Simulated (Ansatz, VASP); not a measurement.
This is a calculation of Ti for Ansatz 0.2.0.

The input input.yaml:

```yaml
crystal:
  lattice:
    - [-1.6625945817, 1.6625945817, 1.6625945817]
    - [1.6625945817, -1.6625945817, 1.6625945817]
    - [1.6625945817, 1.6625945817, -1.6625945817]
  atoms:
    - { symbol: Ti, position: [0.0, 0.0, 0.0] }
kpoints:
  mp_grid: { grid: [11, 11, 11] }
scf:
  occupations: { method: fermi_dirac, width: 0.05 }
hamiltonian:
  xc: pbe
  pseudopotentials: { kind: all_electron, lapw: { basis_error: 0.0005 } }
output:
  forces: true
  stress: true
  eigenvalues: true
```

Potentials or basis: all-electron LAPW, scalar-relativistic.

Run with:

```sh
$ ansatz run input.yaml --threads 1 --pin off --max-ram 2560MiB --backend cpu --events-out ev --progress --plain --runs-dir out
```

Question: Set up the same calculation for VASP 6.6.1. Potentials there: VASP PAW PBE potentials, release 64 (Ti_sv).

Answer: As run (the cutoff follows the program's own potentials):

The input INCAR:

```
  PREC = Accurate
  ENCUT = 520
  EDIFF = 1E-6
  ISMEAR = -1
  SIGMA = 0.05
  LREAL = F
  LASPH = T
  NELM = 100
  ALGO = Normal
  ISIF = 2
  LWAVE = F
  LCHARG = T
  GGA = PE
  LELF = T
  LVHAR = T
  NBANDS = 12
```

KPOINTS

```
regular mesh
0
Gamma
  11 11 11
```

POSCAR

```
Ti
1.0
   -1.6625945817      1.6625945817      1.6625945817
    1.6625945817     -1.6625945817      1.6625945817
    1.6625945817      1.6625945817     -1.6625945817
Ti
1
Direct
    0.0000000000      0.0000000000      0.0000000000
```

Potentials or basis: VASP PAW PBE potentials, release 64 (Ti_sv).

Run with:

```sh
$ cat potpaw_PBE.64/Ti_sv/POTCAR > POTCAR
$ mpirun -np 1 vasp_std > vasp.out
```

Both were run:

|  | VASP | Ansatz | Ansatz less VASP |
| --- | --- | --- | --- |
| gap on the k mesh at the Fermi level (eV) | none | none | - |
| pressure (GPa) | -6.2 | -6.0 | +0.17 |

A gap of «none» marks a metal or a gap that the smearing closes. Ansatz ran all-electron here, and VASP with PAW potentials.
